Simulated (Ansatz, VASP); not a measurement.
## Two plane-wave programs on Rh

POSCAR

```
Rh
1.0
    2.4580591709      0.0000000000      0.0000000000
    0.0000000000      2.4580591709      0.0000000000
    0.0000000000      0.0000000000      2.4580591709
Rh
1
Direct
    0.0000000000      0.0000000000      0.0000000000
```

File INCAR.step1:

```
ALGO     = Normal         # electronic algorithm
EDIFF    = 1E-5           # SCF threshold, eV
EDIFFG   = -0.005         # ionic threshold
ENCUT    = 550            # plane-wave cutoff, eV
GGA      = PE             # functional
GGA_COMPAT= False        
IBRION   = 2              # ionic algorithm
ISIF     = 3              # what is computed and relaxed
ISMEAR   = -1             # smearing method
LASPH    = True           # aspherical terms in the spheres
LCHARG   = False          # write CHGCAR
LREAL    = False          # projectors in reciprocal space
LWAVE    = True           # write WAVECAR
NELM     = 120            # most SCF steps
NELMIN   = 4            
NSW      = 100            # ionic steps
PREC     = Accurate       # precision mode
SIGMA    = 0.1            # smearing width, eV
```

File INCAR.step2:

```
ALGO     = Normal         # electronic algorithm
EDIFF    = 1E-7           # SCF threshold, eV
EDIFFG   = -0.01          # ionic threshold
ENCUT    = 550            # plane-wave cutoff, eV
GGA_COMPAT= False        
IBRION   = 2              # ionic algorithm
ISIF     = 3              # what is computed and relaxed
ISMEAR   = -1             # smearing method
ISTART   = 1            
LASPH    = True           # aspherical terms in the spheres
LCHARG   = False          # write CHGCAR
LMIXTAU  = True         
LREAL    = False          # projectors in reciprocal space
LWAVE    = False          # write WAVECAR
METAGGA  = R2SCAN         # meta-GGA
NELM     = 120            # most SCF steps
NELMIN   = 4            
NSW      = 80             # ionic steps
PREC     = Accurate       # precision mode
SIGMA    = 0.1            # smearing width, eV
```

The input KPOINTS:

```
k-points
0
Gamma
  13 13 13
```

Input for Ansatz:

```yaml
crystal:
  lattice:
    - [2.4580591709, 0.0, 0.0]
    - [0.0, 2.4580591709, 0.0]
    - [0.0, 0.0, 2.4580591709]
  atoms:
    - { symbol: Rh, position: [0.0, 0.0, 0.0] }
hamiltonian:
  xc: r2scan
  pseudopotentials:
    kind: paw
    azcp:
      Rh: "pseudopotentials/Rh.paw.azcp"
basis:
  ecutwfc: 500
  fft_grid_basis: typed
kpoints:
  mp_grid: { grid: [13, 13, 13], shift: [0, 0, 0] }
magnetization:
  spin_polarized: false
scf:
  occupations: { method: fermi_dirac, width: 0.1 }
relax:
  max_steps: 60
  f_tol: 0.01
  cell: {}
output:
  write_density: true
  write_potential: true
  elf: true
  volumetric_format: npy
```

Alike in both runs: task relaxation of cell and atoms; functional r2SCAN; k mesh 13 × 13 × 13; occupations fermi-dirac, width 0.1 eV; no spin polarisation.

```csv
,VASP,Ansatz
version,VASP 6.6.1,Ansatz 0.2.0
potentials or method,"VASP PAW PBE potentials, release 64 (Rh_pv), cutoff 550 eV","plane waves (500 eV) with PAW, scalar-relativistic"
valence electrons in the cell,15,17
```

VASP gave:

```
relaxed volume (Å³/atom)                                     : 15.97
relaxed cell length with the largest relative difference (Å) : 2.518
```

Q: Which values does Ansatz return?

A: Relaxed volume (Å³/atom): 15.89; relaxed cell length with the largest relative difference (Å): 2.514.

VASP's potentials were made for PBE, not for r2SCAN. VASP's potentials hold 15 valence electrons a cell and Ansatz's 17, so a difference there can come from the potentials and not from the codes.
